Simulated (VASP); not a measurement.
Wanted: the native input for a VASP 6.6.1 run.

```
Task                   : single point
Functional             : PBEsol
Potentials or basis    : VASP PAW PBE potentials, release 64 (Ru_pv)
Cutoff                 : 520 eV
k mesh                 : 22 × 22 × 12
Occupations            : fermi-dirac, width 0.1 eV
Spin                   : no spin polarisation
Dipole correction      : no
Further INCAR settings : ALGO = Normal; EDIFF = 1e-06; NBANDS = 21
```

The structure of Ru lies in POSCAR:

```
Ru
1.0
    2.6568743225      0.0000000000      0.0000000000
   -1.3284371612      2.3009206580      0.0000000000
    0.0000000000      0.0000000000      4.1859144184
Ru
2
Direct
    0.3333333333      0.6666666667      0.2500000000
    0.6666666667      0.3333333333      0.7500000000
```

This cell differs from its parent crystal: volume scaled by 0.96.

The input as run:

INCAR

```
SYSTEM = Ru
  ALGO = Normal
  EDIFF = 1E-6
  ENCUT = 520
  GGA = PS
  ISIF = 2
  ISMEAR = -1
  LASPH = .TRUE.
  LCHARG = .TRUE.
  LELF = .TRUE.
  LREAL = .FALSE.
  LVHAR = .TRUE.
  LWAVE = .FALSE.
  NBANDS = 21
  NELM = 100
  PREC = Accurate
  SIGMA = 0.1
```

KPOINTS

```
k-points
0
G
  22 22 12
  0 0 0
```

Potentials or basis: VASP PAW PBE potentials, release 64 (Ru_pv).

Launch:

```console
$ cat potpaw_PBE.64/Ru_pv/POTCAR > POTCAR
$ mpirun -np 1 vasp_std > vasp.out
```

It gave:

| Quantity | Value |
| --- | --- |
| Pressure | 15.6 GPa |
| Band gap on the k mesh | zero (band 14 reaches 15.58 eV, above the bottom of band 15 at 12.05 eV) |

Caveat: the PAW data sets were made with another functional, which shifts forces and pressure a little.

Run time: 49 s on 1 thread of Intel(R) Xeon(R) 6975P-C (Granite Rapids), on a shared host, peak memory 0.26 GiB.
